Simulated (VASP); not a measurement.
Write the native input for VASP 6.6.1 that does the following.

| Item | Value |
| --- | --- |
| Task | single point |
| Functional | SVWN5 |
| Potentials or basis | VASP PAW PBE potentials, release 64 (Al, N) |
| Cutoff | 520 eV |
| k mesh | 10 × 10 × 6 |
| Occupations | fermi-dirac, width 0.05 eV |
| Spin | no spin polarisation |
| Dipole correction | no |
| Further INCAR settings | ALGO = Normal; EDIFF = 1e-07; NBANDS = 16 |

The structure of AlN lies in POSCAR:

```
AlN
1.0
    3.0709272750      0.0000000000      0.0000000000
   -1.5354636375      2.6595010333      0.0000000000
    0.0000000000      0.0000000000      4.9136809369
Al N
2 2
Direct
    0.6666666667      0.3333333333      0.5000000000
    0.3333333333      0.6666666667      0.0000000000
    0.6666666667      0.3333333333      0.8800000000
    0.3333333333      0.6666666667      0.3800000000
```

The input as run:

INCAR

```
PREC = Accurate
ENCUT = 520
EDIFF = 1E-7
ISMEAR = -1
SIGMA = 0.05
LREAL = F
LASPH = T
NELM = 100
ALGO = Normal
ISIF = 2
LWAVE = F
LCHARG = F
GGA = VW
NBANDS = 16
```

KPOINTS

```
Automatic mesh
0
Gamma
  10 10 6
```

Potentials or basis: VASP PAW PBE potentials, release 64 (Al, N).

Command:

```sh
$ cat potpaw_PBE.64/Al/POTCAR potpaw_PBE.64/N/POTCAR > POTCAR
$ mpirun -np 1 vasp_std > vasp.out
```

It gave:

* Pressure: 4.8 GPa
* Largest force: 0.152 eV/Å
* Band gap on the k mesh: 4.60 eV, direct

Caveat: the PAW data sets were made with another functional, which shifts forces and pressure a little.

Wall time 17 s on 1 thread of Intel(R) Xeon(R) 6975P-C (Granite Rapids), with other jobs on the host, peak memory 0.15 GiB.
